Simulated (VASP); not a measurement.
Input of a VASP 6.6.1 run:

File INCAR:

```
PREC = Accurate
ENCUT = 520
EDIFF = 1E-6
ISMEAR = -1
SIGMA = 0.03
LREAL = F
LASPH = T
NELM = 150
ALGO = Normal
ISIF = 2
LWAVE = F
LCHARG = T
ISPIN = 2
MAGMOM = 0 3
LORBIT = 11
LMAXMIX = 4
GGA = CA
LELF = T
LVHAR = T
NBANDS = 22
```

File KPOINTS:

```
Automatic mesh
0
Gamma
  12 12 7
```

POSCAR

```
GaFe
1.0
    2.7481305258      0.0000000000      0.0000000000
   -1.3740652629      2.3799508482      0.0000000000
    0.0000000000      0.0000000000      4.0307820000
Ga Fe
1 1
Direct
    0.0000000000      0.0000000000      0.5000000000
    0.6666666667      0.3333333333      0.0000000000
```

Potentials or basis: VASP PAW LDA potentials, release 64 (Ga_d, Fe).

Command:

```console
$ cat potpaw_LDA.64/Ga_d/POTCAR potpaw_LDA.64/Fe/POTCAR > POTCAR
$ mpirun -np 1 vasp_std > vasp.out
```

Question: Predict the pressure.

Answer: -12.6 GPa.

Question: Predict the site moments.

Answer: Ga -0.07; Fe +1.99 μB.

Stress tensor (GPa, compression positive):
```
-11.32   0.00   0.00
  0.00 -11.32   0.00
  0.00   0.00 -15.24
```
